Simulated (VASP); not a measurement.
Here is a VASP 6.6.1 calculation.

The input INCAR:

```
PREC = Accurate
ENCUT = 520
EDIFF = 1E-7
ISMEAR = 0
SIGMA = 0.15
LREAL = False
LASPH = True
NELM = 60
ALGO = Normal
ISIF = 2
LWAVE = False
LCHARG = False
GGA = PE
IVDW = 12
NBANDS = 11
```

File KPOINTS:

```
regular mesh
0
Gamma
  24 24 14
```

Contents of POSCAR:

```
Si
1.0
    2.8347721383      0.0000000000      0.0000000000
   -1.4173860692      2.4549846857      0.0000000000
    0.0000000000      0.0000000000      4.5089914857
Si
2
Direct
    0.3333333333      0.6666666667      0.2500000000
    0.6666666667      0.3333333333      0.7500000000
```

Potentials or basis: VASP PAW PBE potentials, release 64 (Si).

The run is started by

```bash
$ cat potpaw_PBE.64/Si/POTCAR > POTCAR
$ mpirun -np 1 vasp_std > vasp.out
```

Task: What does it give for the band gap on the k mesh?

Result: Zero (bands 4 and 5 overlap by 10.99 eV).

Task: What does it give for the pressure?

Result: -10.4 GPa.

Task: Predict the dispersion energy per atom.

Result: -0.394 eV.

Stress tensor (GPa, compression positive):
```
-11.15   0.00   0.00
  0.00 -11.15   0.00
  0.00   0.00  -8.94
```

Caveat: the cell differs from its parent crystal (strain +0.0750 x Voigt [1, 1, 0, 0, 0, 0]); the cell stands under tension.
